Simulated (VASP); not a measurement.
SiO2: single point with LDA

The system is SiO2.

```
Si O
1.0
     5.22223    0.00000    0.00000
     0.00000    7.36742    0.00000
     0.00000    0.00000    8.11991
Si O
6 12
Direct
  0.25000 0.21363 0.10380
  0.75000 0.78637 0.89620
  0.75000 0.21363 0.89620
  0.25000 0.78637 0.10380
  0.25000 0.50000 0.38700
  0.75000 0.50000 0.61300
  0.00000 0.26843 0.00000
  0.50000 0.73157 0.00000
  0.00000 0.73157 0.00000
  0.50000 0.26843 0.00000
  0.25000 0.00000 0.14251
  0.75000 0.00000 0.85749
  0.25000 0.32033 0.27513
  0.75000 0.67967 0.72487
  0.75000 0.32033 0.72487
  0.25000 0.67967 0.27513
  0.50000 0.50000 0.50000
  0.00000 0.50000 0.50000
```

```json
{
 "Program": "VASP 6.6.1",
 "Task": "single point",
 "Functional": "LDA",
 "Potentials or basis": "VASP PAW LDA potentials, release 64 (Si, O)",
 "Cutoff": "520 eV",
 "k mesh": "4 × 4 × 4",
 "Occupations": "gaussian, width 0.02 eV",
 "Spin": "no spin polarisation"
}
```

* Pressure: 0.4 GPa
* Largest force: 0.037 eV/Å
* Band gap on the k mesh: 5.41 eV, direct

Forces in eV/Å, atoms in the order of the input:
```
Si   0.000  0.024  0.028
Si   0.000 -0.024 -0.028
Si   0.000  0.024 -0.028
Si   0.000 -0.024  0.028
Si   0.000  0.000  0.034
Si   0.000  0.000 -0.034
O    0.000  0.012  0.000
O    0.000 -0.012  0.000
O    0.000 -0.012  0.000
O    0.000  0.012  0.000
O    0.000  0.000  0.003
O    0.000  0.000 -0.003
O    0.000 -0.006  0.005
O    0.000  0.006 -0.005
O    0.000 -0.006 -0.005
O    0.000  0.006  0.005
O    0.000  0.000  0.000
O    0.000  0.000  0.000
```

Levels at points of the mesh, in eV from the valence-band top:
```
           k point  band 44  band 45  band 46  band 47  band 48  band 49  band 50  band 51  band 52  band 53
(0.00, 0.00, 0.00)    -0.63    -0.60    -0.50    -0.33     0.00     5.41     7.90     8.02     8.42     8.44
(0.50, 0.00, 0.00)    -1.05    -0.69    -0.69    -0.51    -0.51     7.26     7.26     8.68     8.68     8.89
(0.00, 0.50, 0.00)    -0.72    -0.31    -0.28    -0.16     0.00     6.39     6.43     8.16     8.26     8.56
(0.50, 0.50, 0.00)    -1.04    -0.64    -0.64    -0.26    -0.26     7.77     7.77     7.93     7.93     8.98
(0.00, 0.00, 0.50)    -0.74    -0.63    -0.39    -0.17    -0.01     6.02     6.51     8.21     8.47     8.64
(0.50, 0.00, 0.50)    -0.96    -0.76    -0.76    -0.68    -0.68     7.65     7.65     7.86     7.86     8.91
(0.00, 0.50, 0.50)    -0.47    -0.40    -0.30    -0.29     0.00     6.71     7.06     7.22     7.35     8.52
(0.50, 0.50, 0.50)    -0.95    -0.89    -0.89    -0.24    -0.24     8.06     8.06     8.06     8.06     8.55
```

Run time: 11 min on 1 thread of Intel(R) Xeon(R) Platinum 8375C CPU @ 2.90GHz (Ice Lake) (shared host), peak memory 0.48 GiB.

A k mesh can miss the band edges. LDA gaps usually lie below the measured ones, often by a third to a half.
